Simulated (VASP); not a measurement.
Here is a VASP 6.6.1 calculation.

Contents of INCAR:

```
PREC = Accurate
ENCUT = 520
EDIFF = 1E-6
ISMEAR = 0
SIGMA = 0.05
LREAL = False
LASPH = True
NELM = 80
ALGO = Normal
ISIF = 2
LWAVE = False
LCHARG = False
GGA = PE
NBANDS = 12
```

File KPOINTS:

```
regular mesh
0
Gamma
  10 10 10
```

Contents of POSCAR:

```
Tc
1.0
   -1.5519859217      1.5519859217      1.5519859217
    1.5519859217     -1.5519859217      1.5519859217
    1.5519859217      1.5519859217     -1.5519859217
Tc
1
Direct
    0.0000000000      0.0000000000      0.0000000000
```

Potentials or basis: VASP PAW PBE potentials, release 64 (Tc_pv).

Launch:

```sh
$ cat potpaw_PBE.64/Tc_pv/POTCAR > POTCAR
$ mpirun -np 1 vasp_std > vasp.out
```

Problem. Estimate the pressure.

Solution. -7.0 GPa.

Problem. Estimate the band gap on the k mesh.

Solution. Zero (an odd number of electrons rules out a gap without spin polarisation).

Caveat: the cell stands under tension.
